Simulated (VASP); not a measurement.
MgAlC2N2: single point with PBE

The system is MgAlC2N2.

```
Mg Al C N
1.0
     3.92741   -1.52116   -0.00333
     3.92741    1.52116   -0.00333
    -1.29699    0.00000    5.24175
Mg Al C N
1 1 2 2
Direct
  0.00000 0.00000 0.00000
  0.50000 0.50000 0.50000
  0.82750 0.82750 0.29530
  0.17250 0.17250 0.70470
  0.66263 0.66263 0.24840
  0.33737 0.33737 0.75160
```

- Program: VASP 6.6.1
- Task: single point
- Functional: PBE
- Potentials or basis: VASP PAW PBE potentials, release 64 (Mg, Al, C, N)
- Cutoff: 520 eV
- k mesh: 14 × 14 × 8
- Occupations: gaussian, width 0.1 eV
- Spin: no spin polarisation
- Dipole correction: no
- Further INCAR settings: ALGO = Normal; EDIFF = 1e-07; NBANDS = 20

The pressure is 0.0 GPa. The largest force is 0.159 eV/Å and the band gap on the k mesh is zero (an odd number of electrons rules out a gap without spin polarisation).

Forces on the atoms (eV/Å):
```
Mg   0.000  0.000  0.000
Al   0.000  0.000  0.000
C    0.150  0.000  0.022
C   -0.150  0.000 -0.022
N   -0.154  0.000 -0.039
N    0.154  0.000  0.039
```

Stress tensor (GPa, compression positive):
```
 0.67  0.00  0.17
 0.00 -0.33  0.00
 0.17  0.00 -0.29
```

Levels at points of the mesh, in eV from the Fermi level:
```csv
k point,band 8,band 9,band 10,band 11,band 12,band 13,band 14,band 15
"(0.00, 0.00, 0.00)",-4.15,-3.77,-3.40,-0.18,1.20,2.23,2.69,4.93
"(0.50, 0.00, 0.00)",-5.38,-5.09,-4.96,-1.63,-0.76,0.65,1.37,6.31
"(0.50, 0.50, 0.00)",-4.53,-4.01,-3.65,-1.56,2.87,2.97,3.30,5.10
"(0.00, 0.00, 0.50)",-4.96,-3.99,-3.58,0.17,0.85,1.37,2.43,6.35
"(0.50, 0.00, 0.50)",-5.37,-4.69,-4.26,-1.94,-0.67,1.13,2.52,5.31
"(0.50, 0.50, 0.50)",-4.43,-4.35,-3.87,-0.33,0.61,3.02,3.12,5.98
```

It took 6.1 min on 1 thread of Intel(R) Xeon(R) Platinum 8259CL CPU @ 2.50GHz (Skylake/Cascade Lake) (shared host), peak memory 0.64 GiB.

Caveat: an odd number of electrons without spin polarisation forces a metal; a magnetic or distorted state may lie lower.
